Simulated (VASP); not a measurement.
# C (Cmme) in VASP: a series of runs, part 3 of 3

VASP 6.6.1. The steps go on from the part before.

## Step 7: Single point, PBE (normal strain along x +0.0000, normal strain along y +0.0233)

INCAR reads:

```
SYSTEM = C
PREC = Accurate
ENCUT = 520
EDIFF = 1E-6
ISMEAR = 0
SIGMA = 0.15
LREAL = .FALSE.
LASPH = .TRUE.
NELM = 80
ALGO = Normal
ISIF = 2
LWAVE = .FALSE.
LCHARG = .TRUE.
GGA = PE
LELF = .TRUE.
LVHAR = .TRUE.
NBANDS = 16
```

KPOINTS reads:

```
regular mesh
0
G
  18 18 6
  0 0 0
```

POSCAR reads:

```
C
1.0
    1.2332770928     -2.1858142842      0.0000000000
    1.2332770928      2.1858142842      0.0000000000
    0.0000000000      0.0000000000      8.7070207245
C
4
Direct
    0.0833329406      0.9166670594      0.7503043452
    0.5833329406      0.4166670594      0.2496956548
    0.9166670594      0.0833329406      0.2496956548
    0.4166670594      0.5833329406      0.7503043452
```

Potentials or basis: VASP PAW PBE potentials, release 64 (C).

Started as:

```sh
$ cat potpaw_PBE.64/C/POTCAR > POTCAR
$ mpirun -np 1 vasp_std > vasp.out
```

OUTCAR:

```text
SYSTEM = C
   PREC = Accurate
   ENCUT = 520
   EDIFF = 1E-6
   ISMEAR = 0
   LREAL = .FALSE.
   LASPH = .TRUE.
   NELM = 80
   ISIF = 2
   GGA = PE

 ion  position               nearest neighbor table
   1  0.083  0.917  0.750-   4 1.43   4 1.43   4 1.46
   2  0.583  0.417  0.250-   3 1.43   3 1.43   3 1.46
   3  0.917  0.083  0.250-   2 1.43   2 1.43   2 1.46
   4  0.417  0.583  0.750-   1 1.43   1 1.43   1 1.46

  LATTYP: Found a base centered orthorhombic cell.
 ALAT       =     2.4665541856
 B/A-ratio  =     1.7723626726
 C/A-ratio  =     3.5300342378

  Lattice vectors:

 A1 = (   1.2332770928,  -2.1858142842,   0.0000000000)
 A2 = (   1.2332770928,   2.1858142842,   0.0000000000)
 A3 = (   0.0000000000,   0.0000000000,   8.7070207245)

Analysis of symmetry for initial positions (statically):
=====================================================================
 Subroutine PRICEL returns:
 Original cell was already a primitive cell.

 Routine SETGRP: Setting up the symmetry group for a
 base centered orthorhombic supercell.

[... 168 lines left out ...]
  free energy    TOTEN  =       -36.84911050 eV

  energy without entropy =      -36.84817074  energy(sigma->0) =      -36.84864062

 E-fermi :   2.4841     XC(G=0):  -8.5369

 val. band max:        2.4405290288   @ k =   0.3333   0.3333   0.0000
 cond. band min:       2.5786952182   @ k =   0.3333   0.3333   0.0000
 fundamental gap:      0.1381661894
 Fermi energy:         2.4841124821

 k-point     1 :       0.0000    0.0000    0.0000
  band No.  band energies     occupation
      1     -16.7886      2.00000
      2     -16.7589      2.00000
      3      -5.1248      2.00000
      4      -4.6965      2.00000
      5      -0.6418      2.00000
      6      -0.6408      2.00000
[... 433 lines left out ...]
      3      -4.0251      2.00000
      4      -3.6204      2.00000
      5      -3.4599      2.00000
      6      -3.4559      2.00000
[... 8 lines left out ...]
     15      13.5958      0.00000
     16      13.6950      0.00000

 [... further k-points ...]
[... 5 lines left out ...]
  --------------------------------------------------------------------------------------
  -------------------------------------------------------------------------------------
  Total       -0.7163262     -5.0230289     -0.0095090      0.0000000      0.0000000      0.0000000
  in kB      -24.4482569   -171.4362899     -0.3245442      0.0000000      0.0000000      0.0000000
  external PRESSURE =     -65.4030304 kB  Pullay stress =       0.0000000 kB

 VOLUME and BASIS-vectors are now :
 -----------------------------------------------------------------------------
  energy-cutoff  :      520.00
  volume of cell :       46.94
      direct lattice vectors                 reciprocal lattice vectors
     1.233277093 -2.185814284  0.000000000     0.405423893 -0.228747705  0.000000000
     1.233277093  2.185814284  0.000000000     0.405423893  0.228747705  0.000000000
     0.000000000  0.000000000  8.707020724     0.000000000  0.000000000  0.114849847

 POSITION                                       TOTAL-FORCE (eV/Angst)
 -----------------------------------------------------------------------------------
      1.23328      1.82151      6.53292         0.000000     -0.147846     -0.000080
      1.23328     -0.36430      2.17411         0.000000     -0.147846      0.000080
      1.23328     -1.82151      2.17411         0.000000      0.147846      0.000080
      1.23328      0.36430      6.53292         0.000000      0.147846     -0.000080
 -----------------------------------------------------------------------------------
    total drift:                                0.000000      0.000000      0.000000

  FREE ENERGIE OF THE ION-ELECTRON SYSTEM (eV)
  ---------------------------------------------------
  free  energy   TOTEN  =       -36.8491105046 eV

  energy  without entropy=      -36.8481707381  energy(sigma->0) =      -36.84864062
```

OSZICAR:

```text
N       E                     dE             d eps       ncg     rms          rms(c)
DAV:   1     0.466218862367E+02    0.46622E+02   -0.75791E+03 11680   0.891E+02
DAV:   2    -0.352439240974E+02   -0.81866E+02   -0.73642E+02 16080   0.189E+02
DAV:   3    -0.390529630120E+02   -0.38090E+01   -0.37806E+01 15816   0.397E+01
DAV:   4    -0.390960951904E+02   -0.43132E-01   -0.43108E-01 14744   0.509E+00
DAV:   5    -0.390969395656E+02   -0.84438E-03   -0.84428E-03 15408   0.681E-01    0.854E+00
DAV:   6    -0.374239912877E+02    0.16729E+01   -0.12334E+00 13904   0.650E+00    0.501E+00
DAV:   7    -0.368372800262E+02    0.58671E+00   -0.15855E+00 14584   0.743E+00    0.132E+00
DAV:   8    -0.368490733220E+02   -0.11793E-01   -0.59716E-02 13960   0.140E+00    0.171E-01
DAV:   9    -0.368487802657E+02    0.29306E-03   -0.10354E-03 15672   0.214E-01    0.101E-01
DAV:  10    -0.368491085723E+02   -0.32831E-03   -0.93751E-04 13328   0.189E-01    0.563E-02
DAV:  11    -0.368491083906E+02    0.18169E-06   -0.17608E-05 15272   0.277E-02    0.967E-03
DAV:  12    -0.368491104723E+02   -0.20817E-05   -0.18781E-06 13544   0.122E-02    0.167E-03
DAV:  13    -0.368491105046E+02   -0.32217E-07   -0.23567E-07 11936   0.332E-03
   1 F= -.36849111E+02 E0= -.36848641E+02  d E =-.939766E-03
```

stdout:

```text
POSCAR found type information on POSCAR C
 POSCAR found :  1 types and       4 ions
 scaLAPACK will be used
 LDA part: xc-table for (Slater+PW92), standard interpolation
 POSCAR, INCAR and KPOINTS ok, starting setup
 FFT: planning ... GRIDC
 FFT: planning ... GRID_SOFT
 FFT: planning ... GRID
 WAVECAR not read
 entering main loop
```

It took 3.8 min on 1 thread of AMD EPYC 7R43 (Zen 3), shared host; peak memory 0.27 GiB.

Results:

```yaml
Free_energy: -36.8491 eV
Pressure: -6.5 GPa
Largest_force: 0.148 eV/Å
```

Forces on the atoms (eV/Å):
```
C    0.000 -0.148  0.000
C    0.000 -0.148  0.000
C    0.000  0.148  0.000
C    0.000  0.148  0.000
```

Stress tensor (GPa, compression positive):
```
 -2.44   0.00   0.00
  0.00 -17.14   0.00
  0.00   0.00  -0.03
```

Caveat: the cell differs from its parent crystal (normal strain along x +0.0000, normal strain along y +0.0233); the stress differs along the axes, from -17 to -0 GPa; this functional lacks dispersion, which binds layers or chains, so the pressure and a relaxed spacing across them are unreliable.

## Step 8: The runs side by side

```tsv
cell	pressure (GPa)	largest force (eV/Å)
a = 2.526, b = 2.526, c = 8.707 Å, angles 90.0, 90.0, 124.5°, 4 atoms	2.6	0.85
a = 2.411, b = 2.411, c = 8.707 Å, angles 90.0, 90.0, 115.3°, 4 atoms	2.8	1.38
a = 2.570, b = 2.570, c = 8.707 Å, angles 90.0, 90.0, 125.6°, 4 atoms	-3.5	0.68
a = 2.540, b = 2.540, c = 8.707 Å, angles 90.0, 90.0, 123.4°, 4 atoms	-5.5	0.46
a = 2.453, b = 2.453, c = 8.707 Å, angles 90.0, 90.0, 116.5°, 4 atoms	-5.4	0.73
a = 2.510, b = 2.510, c = 8.707 Å, angles 90.0, 90.0, 121.1°, 4 atoms	-6.5	0.15
```

Alike in all rows: task single point; level PBE; potentials or basis VASP PAW PBE potentials, release 64 (C); no spin polarisation; k mesh 18 × 18 × 6; cutoff (eV) 520; smearing gaussian 0.15 eV.

Caveats: this functional lacks dispersion, which binds layers or chains, so the pressure and a relaxed spacing across them are unreliable; the stress differs along the axes, from -29 to 37 GPa (at least some runs); forces of over 1 eV/Å act on the atoms, so gaps and moduli don't describe the material at rest (at least some runs); the stress differs along the axes, from -43 to 33 GPa (at least some runs); the stress differs along the axes, from -31 to 14 GPa (at least some runs); the stress differs along the axes, from -31 to 15 GPa (at least some runs); the stress differs along the axes, from -17 to -0 GPa (at least some runs).

Total energies depend on the potentials used, so only differences within one code and one set of settings carry meaning.
